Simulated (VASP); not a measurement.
**SnPbO2: single point with PBE**

Crystal: SnPbO2.

```
Sn Pb O
1.0
     5.58940    0.00000    0.00000
     0.00000    5.58718    0.00000
     0.00000    0.00000    5.39800
Sn Pb O
2 2 4
Cartesian
  4.1920 0.0000 4.2965
  1.3973 0.0000 1.1015
  4.1920 2.7936 1.2552
  1.3973 2.7936 4.1428
  2.7947 1.3476 0.0000
  0.0000 1.3476 0.0000
  0.0000 4.2396 0.0000
  2.7947 4.2396 0.0000
```

```json
{
 "Program": "VASP 6.6.1",
 "Task": "single point",
 "Functional": "PBE",
 "Potentials or basis": "VASP PAW PBE potentials, release 64 (Sn_d, Pb_d, O)",
 "Cutoff": "520 eV",
 "k mesh": "6 × 6 × 6",
 "Occupations": "gaussian, width 0.02 eV",
 "Spin": "no spin polarisation"
}
```

- Pressure: 0.1 GPa
- Largest force: 0.072 eV/Å
- Band gap on the k mesh: 0.97 eV (least direct gap 0.98 eV)

Forces on the atoms (eV/Å):
```
Sn   0.000  0.000 -0.072
Sn   0.000  0.000  0.072
Pb   0.000  0.000  0.043
Pb   0.000  0.000 -0.043
O    0.000  0.008  0.000
O    0.000  0.008  0.000
O    0.000 -0.008  0.000
O    0.000 -0.008  0.000
```

Levels at points of the mesh, in eV from the valence-band top:
| k point | band 38 | band 39 | band 40 | band 41 | band 42 | band 43 |
| --- | --- | --- | --- | --- | --- | --- |
| (0.00, 0.00, 0.00) | -1.77 | -1.75 | -0.01 | 0.97 | 1.01 | 1.63 |
| (0.50, 0.00, 0.00) | -1.99 | -0.73 | -0.73 | 2.69 | 2.69 | 2.75 |
| (0.00, 0.50, 0.00) | -2.01 | -1.42 | -0.14 | 2.44 | 2.58 | 2.99 |
| (0.50, 0.50, 0.00) | -2.33 | -1.69 | -1.69 | 2.35 | 2.35 | 3.16 |
| (0.00, 0.00, 0.50) | -1.77 | -1.75 | -1.33 | 1.61 | 2.78 | 2.97 |
| (0.50, 0.00, 0.50) | -1.99 | -1.26 | -1.26 | 1.95 | 1.95 | 3.35 |
| (0.00, 0.50, 0.50) | -1.98 | -1.58 | -1.09 | 1.98 | 2.06 | 2.77 |
| (0.50, 0.50, 0.50) | -1.86 | -1.02 | -1.02 | 2.08 | 2.08 | 2.60 |

Run time: 4.6 min on 2 MPI ranks on Intel(R) Xeon(R) Platinum 8259CL CPU @ 2.50GHz (Skylake/Cascade Lake), on a shared host, peak memory 0.54 GiB a rank.

Caveat: spin-orbit coupling is left out, which moves the levels of the heavy elements. A k mesh can miss the band edges.
